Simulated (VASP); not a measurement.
The system is Rb2GeBr6.

```
Rb Ge Br
1.0
     7.38045    0.00000    0.00000
    -3.69022    6.39166    0.00000
     0.00000    0.00000    6.19958
Rb Ge Br
2 1 6
Direct
  0.33333 0.66667 0.75000
  0.66667 0.33333 0.25000
  0.00000 0.00000 0.50000
  0.83333 0.66667 0.75000
  0.33333 0.16667 0.75000
  0.83333 0.16667 0.75000
  0.16667 0.33333 0.25000
  0.66667 0.83333 0.25000
  0.16667 0.83333 0.25000
```

| Quantity | Value |
| --- | --- |
| Program | VASP 6.6.1 |
| Task | relaxation of cell and atoms |
| Functional | PBE |
| Potentials or basis | VASP PAW PBE potentials, release 64 (Rb_sv, Ge_d, Br) |
| Cutoff | 600 eV |
| k mesh | 3 × 3 × 4 |
| Occupations | gaussian, width 0.1 eV |
| Spin | no spin polarisation |

At the start: pressure -0.6 GPa; volume 32.49 Å³/atom.

Q: Where does the relaxation end?

A: Over 21 steps the energy falls by 62.0 meV/atom and the volume is 37.27 Å³/atom (+14.7 %); space group P-3m1 (No. 164, to 0.1 Å) before and after.

The path:
```
step  energy change (eV)  largest force (eV/Å)  pressure (GPa)  volume (Å³)
   1              0.0000                0.8481           -0.63       292.45
   2             -0.1949                0.6113            0.16       287.04
   3             -0.2802                0.2127            1.41       281.07
   4             -0.3898                0.1064            0.89       291.78
   5             -0.4645                0.0728            0.28       309.31
   6             -0.4674                0.0749            0.17       313.25
   7             -0.4979                0.0955           -0.09       317.64
   8             -0.5050                0.1353           -0.29       321.39
   9             -0.5138                0.1076            0.19       318.37
  10             -0.5145                0.1079            0.09       318.98
  11             -0.5217                0.1003            0.10       319.92
  12             -0.5328                0.0742            0.17       322.78
  13             -0.5380                0.0752           -0.05       326.30
  14             -0.5386                0.0761           -0.16       328.30
  15             -0.5422                0.0740           -0.16       329.32
  16             -0.5489                0.0788           -0.14       332.33
  17             -0.5450                0.1122           -0.05       338.15
  18             -0.5505                0.0842           -0.11       334.02
  19             -0.5546                0.0438            0.16       333.05
  20             -0.5546                0.0443            0.15       333.05
  21             -0.5579                0.0357            0.09       335.40
```

Final structure:
```yaml
crystal:
  lattice:
    - [7.48277, 0.00000, 0.00000]
    - [-3.74139, 6.48027, 0.00000]
    - [0.00000, 0.00000, 6.91692]
  atoms:
    - { symbol: Rb, position: [0.33333, 0.66667, 0.70726] }
    - { symbol: Rb, position: [0.66667, 0.33333, 0.29274] }
    - { symbol: Ge, position: [0.00000, 0.00000, 0.50000] }
    - { symbol: Br, position: [0.84035, 0.68070, 0.70922] }
    - { symbol: Br, position: [0.31930, 0.15965, 0.70922] }
    - { symbol: Br, position: [0.84035, 0.15965, 0.70922] }
    - { symbol: Br, position: [0.15965, 0.31930, 0.29078] }
    - { symbol: Br, position: [0.68070, 0.84035, 0.29078] }
    - { symbol: Br, position: [0.15965, 0.84035, 0.29078] }
```
